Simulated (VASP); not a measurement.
# SrO (Fm-3m) in VASP: a series of runs

Runs on SrO. Level: PBE. Tasks: electric field gradients.

All numbers are computed with VASP 6.6.1; they aren't measurements. Logs are shortened: lines on timing, memory, paths and dates and some standing lists are left out, and cuts for length are marked.

### 1 The cell of the first run

Symmetry: Fm-3m, No. 225, cubic system. The conventional cell has a = 5.140 Å, b = 5.140 Å, c = 5.140 Å, α = 90.00°, β = 90.00°, γ = 90.00°. Within 3.4 Å of Sr (site symmetry m-3m) lie 6 O at 2.57 Å. Within 3.4 Å of O (site symmetry m-3m) lie 6 Sr at 2.57 Å.

### 2 Electric field gradients, PBE

INCAR

```
PREC     = Accurate       # precision mode
ENCUT    = 520            # plane-wave cutoff, eV
EDIFF    = 1E-8           # SCF threshold, eV
ISMEAR   = -1             # smearing method
SIGMA    = 0.03           # smearing width, eV
LREAL    = False          # projectors in reciprocal space
LASPH    = True           # aspherical terms in the spheres
NELM     = 100            # most SCF steps
ALGO     = Normal         # electronic algorithm
ISIF     = 2              # what is computed and relaxed
LWAVE    = False          # write WAVECAR
LCHARG   = False          # write CHGCAR
GGA      = PE             # functional
LEFG     = True         
NBANDS   = 15             # bands
```

KPOINTS

```
Automatic mesh
0
Gamma
  2 2 2
```

POSCAR

```
SrO
1.0
    0.0000000000      2.5698000000      2.5698000000
    2.5698000000      0.0000000000      2.5698000000
    2.5698000000      2.5698000000      0.0000000000
Sr O
1 1
Direct
    0.0000000000      0.0000000000      0.0000000000
    0.5000000000      0.5000000000      0.5000000000
```

Potentials or basis: VASP PAW PBE potentials, release 64 (Sr_sv, O).

Started as:

```bash
cat potpaw_PBE.64/Sr_sv/POTCAR potpaw_PBE.64/O/POTCAR > POTCAR
mpirun -np 1 vasp_std > vasp.out
```

OUTCAR:

```text
PREC = Accurate
   ENCUT = 520
   EDIFF = 1E-8
   ISMEAR = -1
   LREAL = False
   LASPH = True
   NELM = 100
   ISIF = 2
   GGA = PE

 ion  position               nearest neighbor table
   1  0.000  0.000  0.000-   2 2.57   2 2.57   2 2.57   2 2.57   2 2.57   2 2.57
   2  0.500  0.500  0.500-   1 2.57   1 2.57   1 2.57   1 2.57   1 2.57   1 2.57

  LATTYP: Found a face centered cubic cell.
 ALAT       =     5.1396000000

  Lattice vectors:

 A1 = (   0.0000000000,   2.5698000000,   2.5698000000)
 A2 = (   2.5698000000,   0.0000000000,   2.5698000000)
 A3 = (   2.5698000000,   2.5698000000,   0.0000000000)

Analysis of symmetry for initial positions (statically):
=====================================================================
 Subroutine PRICEL returns:
 Original cell was already a primitive cell.

 Routine SETGRP: Setting up the symmetry group for a
 face centered cubic supercell.

 Subroutine GETGRP returns: Found 48 space group operations
 (whereof 48 operations were pure point group operations)
 out of a pool of 48 trial point group operations.

The static configuration has the point symmetry O_h .

Analysis of symmetry for dynamics (positions and initial velocities):
=====================================================================
 Subroutine PRICEL returns:
 Original cell was already a primitive cell.

 Routine SETGRP: Setting up the symmetry group for a
 face centered cubic supercell.

 Subroutine GETGRP returns: Found 48 space group operations
 (whereof 48 operations were pure point group operations)
 out of a pool of 48 trial point group operations.

The dynamic configuration has the point symmetry O_h .

 Subroutine INISYM returns: Found 48 space group operations
 (whereof 48 operations are pure point group operations),
 and found     1 'primitive' translations

----------------------------------------------------------------------------------------

                                     Primitive cell

  volume of cell :      33.9413

  direct lattice vectors                    reciprocal lattice vectors
     0.000000000  2.569800000  2.569800000    -0.194567671  0.194567671  0.194567671
     2.569800000  0.000000000  2.569800000     0.194567671 -0.194567671  0.194567671
     2.569800000  2.569800000  0.000000000     0.194567671  0.194567671 -0.194567671

  length of vectors
     3.634246013  3.634246013  3.634246013     0.337001091  0.337001091  0.337001091

  position of ions in fractional coordinates (direct lattice)
     0.000000000  0.000000000  0.000000000
     0.500000000  0.500000000  0.500000000

  ion indices of the primitive-cell ions
   primitive index   ion index
                 1           1
                 2           2

----------------------------------------------------------------------------------------

 KPOINTS: Automatic mesh

Automatic generation of k-mesh.
 Grid dimensions read from file:
 generate k-points for:    2    2    2

 Generating k-lattice:

  Cartesian coordinates                     Fractional coordinates (reciprocal lattice)
    -0.097283835  0.097283835  0.097283835     0.500000000  0.000000000  0.000000000
     0.097283835 -0.097283835  0.097283835     0.000000000  0.500000000  0.000000000
     0.097283835  0.097283835 -0.097283835     0.000000000  0.000000000  0.500000000

  Length of vectors
     0.168500546  0.168500546  0.168500546

  Shift w.r.t. Gamma in fractional coordinates (k-lattice)
     0.000000000  0.000000000  0.000000000

 Subroutine IBZKPT returns following result:
 ===========================================

 Found      3 irreducible k-points:

 Following reciprocal coordinates:
            Coordinates               Weight
  0.000000  0.000000  0.000000      1.000000
  0.500000  0.000000  0.000000      4.000000
  0.500000  0.500000  0.000000      3.000000
   k-points           NKPTS =      3   k-points in BZ     NKDIM =      3   number of bands    NBANDS=     15
   number of dos      NEDOS =    301   number of ions     NIONS =      2
   total plane-waves  NPLWV =  21952
   dimension x,y,z NGX =    28 NGY =   28 NGZ =   28
   dimension x,y,z NGXF=    56 NGYF=   56 NGZF=   56
   ions per type =               1   1
   NGX,Y,Z   is equivalent  to a cutoff of  12.81, 12.81, 12.81 a.u.
   NGXF,Y,Z  is equivalent  to a cutoff of  25.62, 25.62, 25.62 a.u.
 SYSTEM =  unknown system
   PREC   = accura    normal or accurate (medium, high low for compatibility)
   ISTART =      0    job   : 0-new  1-cont  2-samecut
   ICHARG =      2    charge: 1-file 2-atom 10-const
   ISPIN  =      1    spin polarized calculation?
   LNONCOLLINEAR =      F non collinear calculations
   LSORBIT =      F    spin-orbit coupling
   LASPH  =      T    aspherical Exc in radial PAW
   ENCUT  =  520.0 eV  38.22 Ry    6.18 a.u.   6.76  6.76  6.76*2*pi/ulx,y,z
   NELM   =    100;   NELMIN=  2; NELMDL= -5     # of ELM steps
   EDIFF  = 0.1E-07   stopping-criterion for ELM
   LREAL  =      F    real-space projection
   EDIFFG = 0.1E-06   stopping-criterion for IOM
   NSW    =      0    number of steps for IOM
   IBRION =     -1    ionic relax: 0-MD 1-quasi-New 2-CG
   NFREE  =      0    steps in history (QN), initial steepest desc. (CG)
   ISIF   =      2    stress and relaxation
   ISYM   =      2    0-nonsym 1-usesym 2-fastsym
   POTIM  = 0.5000    time-step for ionic-motion
   TEBEG  =    0.0;   TEEND  =   0.0 temperature during run
   PSTRESS=    0.0 pullay stress
   NELECT =      16.0000    total number of electrons
   NUPDOWN=      -1.0000    fix difference up-down
   EMIN   =  10.00;   EMAX   =-10.00  energy-range for DOS
   EFERMI =   0.00;   METHOD = LEGACY
   ISMEAR =    -1;   SIGMA  =   0.03  broadening in eV -4-tet -1-fermi 0-gaus
   EFERMI_NEDOS =   21; number of points for ismear=-14 and -15
   IALGO  =     38    algorithm
   IMIX   =      4    mixing-type and parameters
     AMIX     =   0.40;   BMIX     =  1.00
     AMIX_MAG =   1.60;   BMIX_MAG =  1.00
  volume/ion in A,a.u.               =      16.97       114.52
  Fermi-wavevector in a.u.,A,eV,Ry     =   1.274106  2.407711 22.086959  1.623346
  Thomas-Fermi vector in A             =   2.406892
   LORBIT       =      0    0 simple, 1 ext, 2 COOP (PROOUT), +10 PAW based schemes
   GGA     = PE    functional components
   LHFCALC =     F    Hartree Fock is set to
   AEXX    =    0.0000 exact exchange contribution
   IVDW    =     0    specifies the selected vdW correction
   LEPSILON=     F    determine dielectric tensor
   LRPA    =     F    only Hartree local field effects (RPA)
 non-spin polarized calculation
  energy-cutoff  :      520.00
  volume of cell :       33.94
 maximum number of plane-waves:       941
 NGX is ok and might be reduce to    28
   NGX = 13   NGY = 13   NGZ = 13

 number of electron      15.9999997 magnetization

 Free energy of the ion-electron system (eV)
  ---------------------------------------------------
  ext. energy  EPLUGINS =         0.00000000
  ---------------------------------------------------
  free energy    TOTEN  =       -11.84045995 eV

  energy without entropy =      -11.84045995  energy(sigma->0) =      -11.84045995

 E-fermi :   2.7402     XC(G=0):  -9.9982

 val. band max:        1.8975136907   @ k =   0.0000   0.0000   0.0000
 cond. band min:       4.9495697578   @ k =   0.5000   0.5000   0.0000
 fundamental gap:      3.0520560671
 Fermi energy:         2.7402434934

 k-point     1 :       0.0000    0.0000    0.0000
  band No.  band energies     occupation
      1     -30.7805      2.00000
      2     -13.1842      2.00000
      3     -12.4102      2.00000
      4     -12.4102      2.00000
      5     -12.4102      2.00000
      6       1.8975      2.00000
      7       1.8975      2.00000
      8       1.8975      2.00000
      9       5.7340      0.00000
     10       7.8741      0.00000
     11       7.8741      0.00000
     12       7.8741      0.00000
     13      10.0403      0.00000
     14      10.0403      0.00000
     15      14.4585      0.00000

 k-point     2 :       0.5000    0.0000    0.0000
  band No.  band energies     occupation
      1     -30.6430      2.00000
      2     -14.8532      2.00000
      3     -12.4925      2.00000
      4     -12.4925      2.00000
      5     -11.0618      2.00000
      6      -0.3509      2.00000
      7       0.7190      2.00000
      8       0.7190      2.00000
      9       8.3317      0.00000
     10      10.1920      0.00000
     11      10.5335      0.00000
     12      10.5335      0.00000
     13      13.6047      0.00000
     14      13.6047      0.00000
     15      16.4946      0.00000

 k-point     3 :       0.5000    0.5000    0.0000
  band No.  band energies     occupation
      1     -30.6031      2.00000
      2     -13.3604      2.00000
      3     -13.1536      2.00000
      4     -12.7734      2.00000
      5     -12.7734      2.00000
      6       1.4275      2.00000
      7       1.7987      2.00000
      8       1.7987      2.00000
      9       4.9496      0.00000
     10       9.5125      0.00000
     11      11.8298      0.00000
     12      12.1795      0.00000
     13      12.7292      0.00000
     14      12.7292      0.00000
     15      15.3778      0.00000

------------------------ aborting loop because EDIFF is reached ----------------------------------------

  FORCE on cell =-STRESS in cart. coord.  units (eV):
  Direction    XX          YY          ZZ          XY          YZ          ZX
  --------------------------------------------------------------------------------------
  -------------------------------------------------------------------------------------
  Total        0.8524932      0.8524932      0.8524932      0.0000000     -0.0000000      0.0000000
  in kB       40.2414402     40.2414402     40.2414402      0.0000000     -0.0000000      0.0000000
  external PRESSURE =      40.2414402 kB  Pullay stress =       0.0000000 kB

 VOLUME and BASIS-vectors are now :
 -----------------------------------------------------------------------------
  energy-cutoff  :      520.00
  volume of cell :       33.94
      direct lattice vectors                 reciprocal lattice vectors
     0.000000000  2.569800000  2.569800000    -0.194567671  0.194567671  0.194567671
     2.569800000  0.000000000  2.569800000     0.194567671 -0.194567671  0.194567671
     2.569800000  2.569800000  0.000000000     0.194567671  0.194567671 -0.194567671

 POSITION                                       TOTAL-FORCE (eV/Angst)
 -----------------------------------------------------------------------------------
      0.00000      0.00000      0.00000         0.000000     -0.000000      0.000000
      2.56980      2.56980      2.56980        -0.000000      0.000000     -0.000000
 -----------------------------------------------------------------------------------
    total drift:                                0.000000      0.000000      0.000000

  FREE ENERGIE OF THE ION-ELECTRON SYSTEM (eV)
  ---------------------------------------------------
  free  energy   TOTEN  =       -11.8404599513 eV

  energy  without entropy=      -11.8404599513  energy(sigma->0) =      -11.84045995

 Electric field gradients (V/A^2)
---------------------------------------------------------------------
 ion       V_xx      V_yy      V_zz      V_xy      V_xz      V_yz
---------------------------------------------------------------------
   1       0.000    -0.000    -0.000     0.000     0.000     0.000
   2      -0.000    -0.000     0.000    -0.001    -0.001    -0.001
---------------------------------------------------------------------

 Electric field gradients after diagonalization (V/A^2)
 (convention: |V_zz| > |V_xx| > |V_yy|)
----------------------------------------------------------------------
 ion       V_xx      V_yy      V_zz     asymmetry (V_yy - V_xx)/ V_zz
----------------------------------------------------------------------
   1      -0.000    -0.000     0.000       0.000
   2       0.001     0.001    -0.001       0.000
----------------------------------------------------------------------

           NMR quadrupolar parameters

 Cq : quadrupolar parameter    Cq=e*Q*V_zz/h
 eta: asymmetry parameters     (V_yy - V_xx)/ V_zz
 Q  : nuclear electric quadrupole moment in mb (millibarn)
----------------------------------------------------------------------
 ion       Cq(MHz)       eta       Q (mb)
----------------------------------------------------------------------
   1       0.000       0.000       1.000
   2      -0.000       0.000       1.000
----------------------------------------------------------------------
```

It took 4.5 s on 1 thread of AMD EPYC 7R13, shared host; peak memory 0.15 GiB.

Results:

| Quantity | Value |
| --- | --- |
| Free energy | -11.8405 eV |
| Pressure | 4.0 GPa |
| Band gap on the k mesh | 3.05 eV, indirect (least direct gap 3.15 eV) |

Levels at points of the mesh, in eV from the valence-band top:
```csv
k point,band 5,band 6,band 7,band 8,band 9,band 10,band 11,band 12
"(0.00, 0.00, 0.00)",-14.31,0.00,0.00,0.00,3.84,5.98,5.98,5.98
"(0.50, 0.00, 0.00)",-12.96,-2.25,-1.18,-1.18,6.43,8.29,8.64,8.64
"(0.50, 0.50, 0.00)",-14.67,-0.47,-0.10,-0.10,3.05,7.61,9.93,10.28
```

Caveat: the k points lie up to 1.06 Å⁻¹ apart; without QUAD_EFG the Cq values of the log hold for a quadrupole moment of 1 mb, not for the nuclei. A k mesh can miss the band edges.

### 3 Electric field gradients, PBE

INCAR

```
SYSTEM = SrO
PREC = Accurate
ENCUT = 520
EDIFF = 1E-8
ISMEAR = -1
SIGMA = 0.03
LREAL = .FALSE.
LASPH = .TRUE.
NELM = 60
ALGO = Normal
ISIF = 2
LWAVE = .FALSE.
LCHARG = .FALSE.
GGA = PE
LEFG = .TRUE.
NBANDS = 15
```

KPOINTS

```
Automatic mesh
0
G
  4 4 4
  0 0 0
```

POSCAR is that of step 2.

Potentials or basis: VASP PAW PBE potentials, release 64 (Sr_sv, O).

Started as:

```bash
cat potpaw_PBE.64/Sr_sv/POTCAR potpaw_PBE.64/O/POTCAR > POTCAR
mpirun -np 1 vasp_std > vasp.out
```

OUTCAR:

```text
SYSTEM = SrO
   PREC = Accurate
   ENCUT = 520
   EDIFF = 1E-8
   ISMEAR = -1
   LREAL = .FALSE.
   LASPH = .TRUE.
   NELM = 60
   ISIF = 2
   GGA = PE

 ion  position               nearest neighbor table
   1  0.000  0.000  0.000-   2 2.57   2 2.57   2 2.57   2 2.57   2 2.57   2 2.57
   2  0.500  0.500  0.500-   1 2.57   1 2.57   1 2.57   1 2.57   1 2.57   1 2.57

  LATTYP: Found a face centered cubic cell.
 ALAT       =     5.1396000000

  Lattice vectors:

 A1 = (   0.0000000000,   2.5698000000,   2.5698000000)
[... 337 lines left out ...]
  ---------------------------------------------------
  free  energy   TOTEN  =       -12.0368287397 eV

  energy  without entropy=      -12.0368287397  energy(sigma->0) =      -12.03682874

 Electric field gradients (V/A^2)
---------------------------------------------------------------------
 ion       V_xx      V_yy      V_zz      V_xy      V_xz      V_yz
---------------------------------------------------------------------
   1       0.000    -0.000    -0.000     0.000     0.000     0.000
   2      -0.000     0.000     0.000    -0.001    -0.001    -0.001
---------------------------------------------------------------------

 Electric field gradients after diagonalization (V/A^2)
 (convention: |V_zz| > |V_xx| > |V_yy|)
----------------------------------------------------------------------
 ion       V_xx      V_yy      V_zz     asymmetry (V_yy - V_xx)/ V_zz
----------------------------------------------------------------------
   1      -0.000    -0.000     0.000       0.000
   2       0.001     0.001    -0.001       0.000
----------------------------------------------------------------------

           NMR quadrupolar parameters

 Cq : quadrupolar parameter    Cq=e*Q*V_zz/h
 eta: asymmetry parameters     (V_yy - V_xx)/ V_zz
 Q  : nuclear electric quadrupole moment in mb (millibarn)
----------------------------------------------------------------------
 ion       Cq(MHz)       eta       Q (mb)
----------------------------------------------------------------------
   1       0.000       0.000       1.000
   2      -0.000       0.000       1.000
----------------------------------------------------------------------
```

OSZICAR:

```text
N       E                     dE             d eps       ncg     rms          rms(c)
DAV:   1     0.611570105050E+02    0.61157E+02   -0.88723E+03   240   0.107E+03
DAV:   2    -0.115861010356E+02   -0.72743E+02   -0.67918E+02   317   0.215E+02
DAV:   3    -0.142108134376E+02   -0.26247E+01   -0.26177E+01   313   0.362E+01
DAV:   4    -0.142423052893E+02   -0.31492E-01   -0.31490E-01   290   0.366E+00
DAV:   5    -0.142434246147E+02   -0.11193E-02   -0.11193E-02   291   0.467E-01    0.165E+01
DAV:   6    -0.121815743442E+02    0.20619E+01   -0.66998E+00   240   0.194E+01    0.195E+01
DAV:   7    -0.120456918062E+02    0.13588E+00   -0.29982E-01   268   0.476E+00    0.113E+01
DAV:   8    -0.120347102641E+02    0.10982E-01   -0.11499E-01   282   0.336E+00    0.450E-01
DAV:   9    -0.120361822690E+02   -0.14720E-02   -0.56052E-03   313   0.468E-01    0.230E-01
DAV:  10    -0.120366648904E+02   -0.48262E-03   -0.44596E-04   247   0.195E-01    0.899E-02
DAV:  11    -0.120368118230E+02   -0.14693E-03   -0.14184E-04   240   0.870E-02    0.285E-02
DAV:  12    -0.120368288072E+02   -0.16984E-04   -0.28085E-05   247   0.385E-02    0.297E-02
DAV:  13    -0.120368290659E+02   -0.25865E-06   -0.16484E-06   275   0.112E-02    0.319E-03
DAV:  14    -0.120368287669E+02    0.29896E-06   -0.12213E-07   296   0.263E-03    0.257E-03
DAV:  15    -0.120368287323E+02    0.34648E-07   -0.10282E-08   258   0.879E-04    0.386E-04
DAV:  16    -0.120368287397E+02   -0.74504E-08   -0.10588E-09   127   0.290E-04
   1 F= -.12036829E+02 E0= -.12036829E+02  d E =-.912976E-12
```

stdout:

```text
POSCAR found type information on POSCAR SrO
 POSCAR found :  2 types and       2 ions
 scaLAPACK will be used
 LDA part: xc-table for (Slater+PW92), standard interpolation
 POSCAR, INCAR and KPOINTS ok, starting setup
 FFT: planning ... GRIDC
 FFT: planning ... GRID_SOFT
 FFT: planning ... GRID
 WAVECAR not read
 entering main loop
ion   1

ion   2
```

It took 5.2 s on 1 thread of AMD EPYC 7R13, shared host; peak memory 0.15 GiB.

Results:

```yaml
Free_energy: -12.0368 eV
Pressure: 3.5 GPa
Band_gap_on_the_k_mesh: 3.26 eV, indirect (least direct gap 3.35 eV)
```

Levels at points of the mesh, in eV from the valence-band top:
```tsv
k point	band 6	band 7	band 8	band 9	band 10	band 11
(0.00, 0.00, 0.00)	0.00	0.00	0.00	3.99	6.21	6.21
(0.50, 0.00, 0.00)	-2.17	-1.14	-1.14	6.55	8.46	8.85
(0.50, 0.50, 0.00)	-0.43	-0.09	-0.09	3.26	7.81	10.18
```

Caveat: the k points lie up to 0.53 Å⁻¹ apart; without QUAD_EFG the Cq values of the log hold for a quadrupole moment of 1 mb, not for the nuclei. A hybrid or GW would open this gap; PBE tends to underestimate it.

[end of part 1 of 2]
